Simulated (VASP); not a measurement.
Here is a VASP 6.6.1 calculation.

File INCAR:

```
SYSTEM = I
PREC = Accurate ; ENCUT = 520
EDIFF = 1E-6 ; ISMEAR = 0
SIGMA = 0.1 ; LREAL = .FALSE.
LASPH = .TRUE. ; NELM = 100
ALGO = Normal ; ISIF = 2
LWAVE = .FALSE. ; LCHARG = .FALSE.
GGA = PE ; NBANDS = 18
```

Contents of KPOINTS:

```
Automatic mesh
0
G
  8 8 8
  0 0 0
```

POSCAR

```
I
1.0
    5.1285094589      0.0000000000      0.0000000000
    0.0000000000      5.1285094589      0.0000000000
    0.0000000000      0.0000000000      5.1285094589
I
3
Direct
    0.5000000000      0.0000000000      0.0000000000
    0.0000000000      0.5000000000      0.0000000000
    0.0000000000      0.0000000000      0.5000000000
```

Potentials or basis: VASP PAW PBE potentials, release 64 (I).

The run is started by

```sh
$ cat potpaw_PBE.64/I/POTCAR > POTCAR
$ mpirun -np 1 vasp_std > vasp.out
```

Predict the pressure.

-0.8 GPa.

Predict the band gap on the k mesh.

zero (an odd number of electrons rules out a gap without spin polarisation).

Caveat: the cell differs from its parent crystal (Br replaced by I, lengths x 1.095, strained); spin-orbit coupling is left out, which moves the levels of the heavy elements; an odd number of electrons without spin polarisation forces a metal; a magnetic or distorted state may lie lower.
